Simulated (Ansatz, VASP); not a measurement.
Two plane-wave programs on Ga2SeS3

```
Ga Se S
1.0
     4.74545    0.00000    0.00000
     0.00000    4.74545    0.00000
     0.00000    0.00000    7.48886
Ga Se S
2 1 3
Direct
  0.50000 0.50000 0.68717
  0.50000 0.50000 0.31283
  0.50000 0.50000 0.00000
  0.50000 0.00000 0.50000
  0.00000 0.50000 0.50000
  0.00000 0.00000 0.50000
```

Alike in both runs: functional PBE; k mesh 4 × 4 × 4; occupations gaussian, width 0.1 eV; no spin polarisation.

Ansatz relaxed the structure, and its values are those at the end. VASP's run is a single point on that final structure, the one shown.

|  | VASP | Ansatz |
| --- | --- | --- |
| version | VASP 6.6.1 | Ansatz 0.2.0 |
| potentials or method | VASP PAW PBE potentials, release 64 (Ga_d, Se, S), cutoff 520 eV | scalar-relativistic, plane waves, PAW |
| valence electrons in the cell | 50 | 60 |

```tsv
	VASP	Ansatz	Ansatz less VASP
gap on the k mesh at the Fermi level (eV)	none	none	-
pressure (GPa)	-0.1	-0.1	+0.01
```

A gap of «none» marks a metal or a gap that the smearing closes. VASP's potentials hold 50 valence electrons a cell and Ansatz's 60, so a difference there can come from the potentials and not from the codes.
